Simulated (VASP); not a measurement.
Set up this calculation in VASP 6.6.1, as the native input.

| Property | Result |
| --- | --- |
| Task | single point |
| Functional | PBE |
| Dispersion | D3(BJ) |
| Potentials or basis | VASP PAW PBE potentials, release 64 (Cd, S) |
| Cutoff | 520 eV |
| k mesh | 6 × 6 × 1 |
| Occupations | gaussian, width 0.1 eV |
| Spin | no spin polarisation |
| Dipole correction | yes |
| Further INCAR settings | ALGO = Normal; EDIFF = 1e-06; NBANDS = 26 |

The structure of CdS lies in POSCAR:

```
CdS
1.0
    4.3038180100      0.0000000000      0.0000000000
   -2.1519084600      3.7272151900      0.0000000000
    0.0000000000      0.0000000000     19.0000000000
Cd S
2 2
Direct
    0.3333333300      0.6666666700      0.4005263200
    0.3333333300      0.6666666700      0.5994736800
    0.0000000000      0.0000000000      0.3904842200
    0.6666666700      0.3333333300      0.6095157800
```

The input as run:

INCAR

```
SYSTEM = CdS
PREC = Accurate
ENCUT = 520
EDIFF = 1E-6
ISMEAR = 0
SIGMA = 0.1
LREAL = .False.
LASPH = .True.
NELM = 60
ALGO = Normal
ISIF = 2
LWAVE = .False.
LCHARG = .False.
LDIPOL = .True.
IDIPOL = 3
DIPOL = 0.5 0.5 0.500
GGA = PE
IVDW = 12
NBANDS = 26
```

KPOINTS

```
Automatic mesh
0
Gamma
  6 6 1
  0 0 0
```

Potentials or basis: VASP PAW PBE potentials, release 64 (Cd, S).

The run is started by

```console
$ cat potpaw_PBE.64/Cd/POTCAR potpaw_PBE.64/S/POTCAR > POTCAR
$ mpirun -np 1 vasp_std > vasp.out
```

Results of the run:

The largest force is 0.122 eV/Å. The band gap on the k mesh is 1.30 eV, direct and the dispersion energy per atom is -0.173 eV.

Run time: 97 s on 1 thread of Intel(R) Xeon(R) Platinum 8488C (Sapphire Rapids), on a shared host, peak memory 0.36 GiB.
